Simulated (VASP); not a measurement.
# K (Fm-3m) in VASP: a series of runs

The runs below take K through single point, with r2SCAN, r2SCAN0.

Program: VASP 6.6.1. These are calculated values, not measurements. Logs are shortened: lines on timing, memory, paths and dates and some standing lists are left out, and cuts for length are marked.

### 1 The cell of the first run

Symmetry: Fm-3m, No. 225, cubic system. The conventional cell has a = 6.741 Å, b = 6.741 Å, c = 6.741 Å, α = 90.00°, β = 90.00°, γ = 90.00°.

This isn't the form of K at room conditions, which is bcc.

### 2 Single point, r2SCAN

Contents of POSCAR:

```
K
1.0
    0.0000000000      3.3703437673      3.3703437673
    3.3703437673      0.0000000000      3.3703437673
    3.3703437673      3.3703437673      0.0000000000
K
1
Direct
    0.0000000000      0.0000000000      0.0000000000
```

Contents of INCAR.step1:

```
SYSTEM = K
PREC = Accurate
ENCUT = 550
ISMEAR = -1
SIGMA = 0.1
LREAL = .FALSE.
LASPH = .TRUE.
NELM = 120
NBANDS = 10
GGA = PE
ALGO = Normal
EDIFF = 1E-5
LWAVE = .TRUE.
LCHARG = .FALSE.
GGA_COMPAT = .FALSE.
```

Contents of INCAR.step2:

```
SYSTEM = K
PREC = Accurate
ENCUT = 550
EDIFF = 1E-6
ISMEAR = -1
SIGMA = 0.1
LREAL = .FALSE.
LASPH = .TRUE.
NELM = 120
ALGO = Normal
ISIF = 2
LWAVE = .FALSE.
LCHARG = .FALSE.
METAGGA = R2SCAN
LMIXTAU = .TRUE.
NBANDS = 10
ISTART = 1
GGA_COMPAT = .FALSE.
```

Contents of KPOINTS:

```
Automatic mesh
0
G
  4 4 4
  0 0 0
```

Potentials or basis: VASP PAW PBE potentials, release 64 (K_sv).

The run is started by

```
$ cat potpaw_PBE.64/K_sv/POTCAR > POTCAR
$ cp INCAR.step1 INCAR
$ mpirun -np 1 vasp_std > vasp.out
$ cp INCAR.step2 INCAR
$ mpirun -np 1 vasp_std > vasp.out
```

OUTCAR:

```text
SYSTEM = K
   PREC = Accurate
   ENCUT = 550
   EDIFF = 1E-6
   ISMEAR = -1
   LREAL = .FALSE.
   LASPH = .TRUE.
   NELM = 120
   ISIF = 2
   METAGGA = R2SCAN
   ISTART = 1

 ion  position               nearest neighbor table
   1  0.000  0.000  0.000-

  LATTYP: Found a face centered cubic cell.
 ALAT       =     6.7406875346

  Lattice vectors:

 A1 = (   0.0000000000,   3.3703437673,   3.3703437673)
 A2 = (   3.3703437673,   0.0000000000,   3.3703437673)
 A3 = (   3.3703437673,   3.3703437673,   0.0000000000)

Analysis of symmetry for initial positions (statically):
=====================================================================
 Subroutine PRICEL returns:
 Original cell was already a primitive cell.

 Routine SETGRP: Setting up the symmetry group for a
 face centered cubic supercell.

 Subroutine GETGRP returns: Found 48 space group operations
 (whereof 48 operations were pure point group operations)
 out of a pool of 48 trial point group operations.

The static configuration has the point symmetry O_h .

Analysis of symmetry for dynamics (positions and initial velocities):
=====================================================================
 Subroutine PRICEL returns:
 Original cell was already a primitive cell.

 Routine SETGRP: Setting up the symmetry group for a
 face centered cubic supercell.

 Subroutine GETGRP returns: Found 48 space group operations
 (whereof 48 operations were pure point group operations)
 out of a pool of 48 trial point group operations.

The dynamic configuration has the point symmetry O_h .

 Subroutine INISYM returns: Found 48 space group operations
 (whereof 48 operations are pure point group operations),
 and found     1 'primitive' translations

----------------------------------------------------------------------------------------

                                     Primitive cell

  volume of cell :      76.5689

  direct lattice vectors                    reciprocal lattice vectors
     0.000000000  3.370343767  3.370343767    -0.148352819  0.148352819  0.148352819
     3.370343767  0.000000000  3.370343767     0.148352819 -0.148352819  0.148352819
     3.370343767  3.370343767  0.000000000     0.148352819  0.148352819 -0.148352819

  length of vectors
     4.766385866  4.766385866  4.766385866     0.256954621  0.256954621  0.256954621

  position of ions in fractional coordinates (direct lattice)
     0.000000000  0.000000000  0.000000000

  ion indices of the primitive-cell ions
   primitive index   ion index
                 1           1

----------------------------------------------------------------------------------------

 KPOINTS: Automatic mesh

Automatic generation of k-mesh.
 Grid dimensions read from file:
 generate k-points for:    4    4    4

 Generating k-lattice:

  Cartesian coordinates                     Fractional coordinates (reciprocal lattice)
    -0.037088205  0.037088205  0.037088205     0.250000000  0.000000000  0.000000000
     0.037088205 -0.037088205  0.037088205     0.000000000  0.250000000  0.000000000
     0.037088205  0.037088205 -0.037088205     0.000000000  0.000000000  0.250000000

  Length of vectors
     0.064238655  0.064238655  0.064238655

  Shift w.r.t. Gamma in fractional coordinates (k-lattice)
     0.000000000  0.000000000  0.000000000

 Subroutine IBZKPT returns following result:
 ===========================================

 Found      8 irreducible k-points:

 Following reciprocal coordinates:
            Coordinates               Weight
  0.000000  0.000000  0.000000      1.000000
  0.250000  0.000000  0.000000      8.000000
  0.500000  0.000000  0.000000      4.000000
  0.250000  0.250000  0.000000      6.000000
  0.500000  0.250000  0.000000     24.000000
 -0.250000  0.250000  0.000000     12.000000
  0.500000  0.500000  0.000000      3.000000
 -0.250000  0.500000  0.250000      6.000000
   k-points           NKPTS =      8   k-points in BZ     NKDIM =      8   number of bands    NBANDS=     10
   number of dos      NEDOS =    301   number of ions     NIONS =      1
   total plane-waves  NPLWV =  46656
   dimension x,y,z NGX =    36 NGY =   36 NGZ =   36
   dimension x,y,z NGXF=    72 NGYF=   72 NGZF=   72
   ions per type =               1
   NGX,Y,Z   is equivalent  to a cutoff of  12.56, 12.56, 12.56 a.u.
   NGXF,Y,Z  is equivalent  to a cutoff of  25.11, 25.11, 25.11 a.u.
 SYSTEM =  K
   PREC   = accura    normal or accurate (medium, high low for compatibility)
   ISTART =      1    job   : 0-new  1-cont  2-samecut
   ICHARG =      0    charge: 1-file 2-atom 10-const
   ISPIN  =      1    spin polarized calculation?
   LNONCOLLINEAR =      F non collinear calculations
   LSORBIT =      F    spin-orbit coupling
   LASPH  =      T    aspherical Exc in radial PAW
   ENCUT  =  550.0 eV  40.42 Ry    6.36 a.u.   9.11  9.11  9.11*2*pi/ulx,y,z
   NELM   =    120;   NELMIN=  2; NELMDL=  0     # of ELM steps
   EDIFF  = 0.1E-05   stopping-criterion for ELM
   LREAL  =      F    real-space projection
   EDIFFG = 0.1E-04   stopping-criterion for IOM
   NSW    =      0    number of steps for IOM
   IBRION =     -1    ionic relax: 0-MD 1-quasi-New 2-CG
   NFREE  =      0    steps in history (QN), initial steepest desc. (CG)
   ISIF   =      2    stress and relaxation
   ISYM   =      2    0-nonsym 1-usesym 2-fastsym
   POTIM  = 0.5000    time-step for ionic-motion
   TEBEG  =    0.0;   TEEND  =   0.0 temperature during run
   PSTRESS=    0.0 pullay stress
   NELECT =       9.0000    total number of electrons
   NUPDOWN=      -1.0000    fix difference up-down
   EMIN   =  10.00;   EMAX   =-10.00  energy-range for DOS
   EFERMI =   0.00;   METHOD = LEGACY
   ISMEAR =    -1;   SIGMA  =   0.10  broadening in eV -4-tet -1-fermi 0-gaus
   EFERMI_NEDOS =   21; number of points for ismear=-14 and -15
   IALGO  =     38    algorithm
   IMIX   =      4    mixing-type and parameters
     AMIX     =   0.40;   BMIX     =  1.00
     AMIX_MAG =   1.60;   BMIX_MAG =  1.00
  volume/ion in A,a.u.               =      76.57       516.71
  Fermi-wavevector in a.u.,A,eV,Ry     =   0.801933  1.515434  8.749862  0.643097
  Thomas-Fermi vector in A             =   1.909515
   LORBIT       =      0    0 simple, 1 ext, 2 COOP (PROOUT), +10 PAW based schemes
   METAGGA = R2SCAN    functional components
   LHFCALC =     F    Hartree Fock is set to
   AEXX    =    0.0000 exact exchange contribution
   IVDW    =     0    specifies the selected vdW correction
   LEPSILON=     F    determine dielectric tensor
   LRPA    =     F    only Hartree local field effects (RPA)
 non-spin polarized calculation
  energy-cutoff  :      550.00
  volume of cell :       76.57
 maximum number of plane-waves:      2272
   NGX = 19   NGY = 19   NGZ = 19

 number of electron       9.0000001 magnetization

 Free energy of the ion-electron system (eV)
  ---------------------------------------------------
  ext. energy  EPLUGINS =         0.00000000
  ---------------------------------------------------
  free energy    TOTEN  =        -5.97824583 eV

  energy without entropy =       -5.93535673  energy(sigma->0) =       -5.95680128

 E-fermi :  -0.0301     XC(G=0):  -5.8076

 val. band max:       -0.5173917793   @ k =  -0.2500   0.2500   0.0000
 cond. band min:       0.1075651654   @ k =   0.5000   0.2500   0.0000
 fundamental gap:      0.6249569447
 Fermi energy:        -0.0300968146

 k-point     1 :       0.0000    0.0000    0.0000
  band No.  band energies     occupation
      1     -33.8281      2.00000
      2     -16.5031      2.00000
      3     -16.5031      2.00000
      4     -16.5031      2.00000
      5      -2.4003      2.00000
      6       4.4689      0.00000
      7       4.4689      0.00000
      8       4.4689      0.00000
      9       5.7886      0.00000
     10       5.7886      0.00000

 k-point     2 :       0.2500    0.0000    0.0000
  band No.  band energies     occupation
      1     -33.8265      2.00000
      2     -16.5331      2.00000
      3     -16.5072      2.00000
      4     -16.5072      2.00000
      5      -1.6598      2.00000
      6       2.8119      0.00000
      7       4.5150      0.00000
      8       4.5150      0.00000
      9       5.6353      0.00000
     10       5.6354      0.00000

 k-point     3 :       0.5000    0.0000    0.0000
  band No.  band energies     occupation
      1     -33.8249      2.00000
      2     -16.5627      2.00000
      3     -16.5113      2.00000
      4     -16.5113      2.00000
      5       0.3056      0.06732
      6       0.3185      0.05942
      7       4.2248      0.00000
      8       4.2248      0.00000
      9       6.5492      0.00000
     10       6.5747      0.00000

 k-point     4 :       0.2500    0.2500    0.0000
  band No.  band energies     occupation
      1     -33.8259      2.00000
      2     -16.5319      2.00000
      3     -16.5139      2.00000
      4     -16.5139      2.00000
      5      -1.4223      2.00000
      6       3.1481      0.00000
      7       3.8218      0.00000
      8       4.5988      0.00000
      9       4.5988      0.00000
     10       6.1515      0.00000

 k-point     5 :       0.5000    0.2500    0.0000
  band No.  band energies     occupation
      1     -33.8243      2.00000
      2     -16.5524      2.00000
      3     -16.5266      2.00000
      4     -16.5180      2.00000
      5       0.1076      0.40310
      6       1.5485      0.00000
      7       2.7840      0.00000
      8       4.5489      0.00000
      9       5.0291      0.00000
     10       6.6070      0.00000

 k-point     6 :      -0.2500    0.2500    0.0000
  band No.  band energies     occupation
      1     -33.8249      2.00000
      2     -16.5457      2.00000
      3     -16.5279      2.00000
      4     -16.5113      2.00000
      5      -0.5174      1.98481
      6       2.1736      0.00000
      7       2.7293      0.00000
      8       4.6085      0.00000
      9       5.5511      0.00000
     10       6.1763      0.00000

 k-point     7 :       0.5000    0.5000    0.0000
  band No.  band energies     occupation
      1     -33.8238      2.00000
      2     -16.5591      2.00000
      3     -16.5248      2.00000
      4     -16.5248      2.00000
      5       0.8710      0.00024
      6       1.2253      0.00001
      7       2.4071      0.00000
      8       5.0761      0.00000
      9       5.0761      0.00000
     10       6.1044      0.00000

 k-point     8 :      -0.2500    0.5000    0.2500
  band No.  band energies     occupation
      1     -33.8238      2.00000
      2     -16.5419      2.00000
      3     -16.5419      2.00000
      4     -16.5253      2.00000
      5       1.3445      0.00000
      6       1.6575      0.00000
      7       1.6575      0.00000
      8       3.2344      0.00000
      9       6.2974      0.00000
     10       6.2978      0.00000

------------------------ aborting loop because EDIFF is reached ----------------------------------------

  FORCE on cell =-STRESS in cart. coord.  units (eV):
  Direction    XX          YY          ZZ          XY          YZ          ZX
  --------------------------------------------------------------------------------------
  -------------------------------------------------------------------------------------
  Total        0.0299301      0.0299301      0.0299301      0.0000000      0.0000000      0.0000000
  in kB        0.6262759      0.6262759      0.6262759      0.0000000      0.0000000      0.0000000
  external PRESSURE =       0.6262759 kB  Pullay stress =       0.0000000 kB

 VOLUME and BASIS-vectors are now :
 -----------------------------------------------------------------------------
  energy-cutoff  :      550.00
  volume of cell :       76.57
      direct lattice vectors                 reciprocal lattice vectors
     0.000000000  3.370343767  3.370343767    -0.148352819  0.148352819  0.148352819
     3.370343767  0.000000000  3.370343767     0.148352819 -0.148352819  0.148352819
     3.370343767  3.370343767  0.000000000     0.148352819  0.148352819 -0.148352819

 POSITION                                       TOTAL-FORCE (eV/Angst)
 -----------------------------------------------------------------------------------
      0.00000      0.00000      0.00000         0.000000      0.000000      0.000000
 -----------------------------------------------------------------------------------
    total drift:                               -0.000000      0.000000      0.000000

  FREE ENERGIE OF THE ION-ELECTRON SYSTEM (eV)
  ---------------------------------------------------
  free  energy   TOTEN  =        -5.9782458342 eV

  energy  without entropy=       -5.9353567254  energy(sigma->0) =       -5.95680128
```

It took 34 s on 1 thread of Intel Xeon 8259CL, shared host; peak memory 0.21 GiB.

What came out:

```
Free energy            : -5.9782 eV
Pressure               : 0.1 GPa
Band gap on the k mesh : zero (an odd number of electrons rules out a gap without spin polarisation)
```

Caveat: the k points lie up to 0.40 Å⁻¹ apart, too coarse for converged energies and pressures of a metal; the PAW data sets were made with another functional, which shifts forces and pressure a little.

### 3 Single point, r2SCAN0

POSCAR is that of step 2.

Contents of INCAR.step1:

```
SYSTEM = K
PREC = Accurate
ENCUT = 440
EDIFF = 1E-5
ISMEAR = -1
SIGMA = 0.1
LREAL = .FALSE.
LASPH = .TRUE.
NELM = 120
ALGO = Normal
ISIF = 2
LWAVE = .TRUE.
NBANDS = 10
GGA = PE
GGA_COMPAT = .FALSE.
```

Contents of INCAR.step2:

```
SYSTEM = K
PREC = Accurate
ENCUT = 440
EDIFF = 1E-6
ISMEAR = -1
SIGMA = 0.1
LREAL = .FALSE.
LASPH = .TRUE.
NELM = 120
ALGO = Normal
ISIF = 2
LWAVE = .FALSE.
LCHARG = .TRUE.
METAGGA = R2SCAN
LHFCALC = .TRUE.
AEXX = 0.25
LMIXTAU = .TRUE.
PRECFOCK = Normal
LELF = .TRUE.
LVHAR = .TRUE.
NBANDS = 10
ISTART = 1
GGA_COMPAT = .FALSE.
```

Contents of KPOINTS:

```
regular mesh
0
G
  4 4 4
  0 0 0
```

Potentials or basis: VASP PAW PBE potentials, release 64 (K_sv).

The run is started by

```
$ cat potpaw_PBE.64/K_sv/POTCAR > POTCAR
$ cp INCAR.step1 INCAR
$ mpirun -np 1 vasp_std > vasp.out
$ cp INCAR.step2 INCAR
$ mpirun -np 1 vasp_std > vasp.out
```

Wall time 5.5 min (1 thread of Intel Xeon 8259CL, shared host); peak memory 0.22 GiB.

It converged, with:

```yaml
Free_energy: -4.9412 eV
Pressure: 0.1 GPa
Band_gap_on_the_k_mesh: zero (an odd number of electrons rules out a gap without spin polarisation)
```

Levels at points of the mesh, in eV from the Fermi level:
```
           k point  band 1  band 2  band 3  band 4  band 5  band 6  band 7  band 8
(0.00, 0.00, 0.00)  -36.92  -18.49  -18.49  -18.49   -3.32    5.09    5.09    5.09
(0.50, 0.00, 0.00)  -36.92  -18.55  -18.50  -18.50    0.48    0.48    4.81    4.81
(0.50, 0.50, 0.00)  -36.91  -18.55  -18.51  -18.51    1.18    1.48    2.90    5.38
```

Caveat: the k points lie up to 0.40 Å⁻¹ apart, too coarse for converged energies and pressures of a metal; the PAW data sets were made with another functional, which shifts forces and pressure a little.

(Continued in part 2 of 2.)
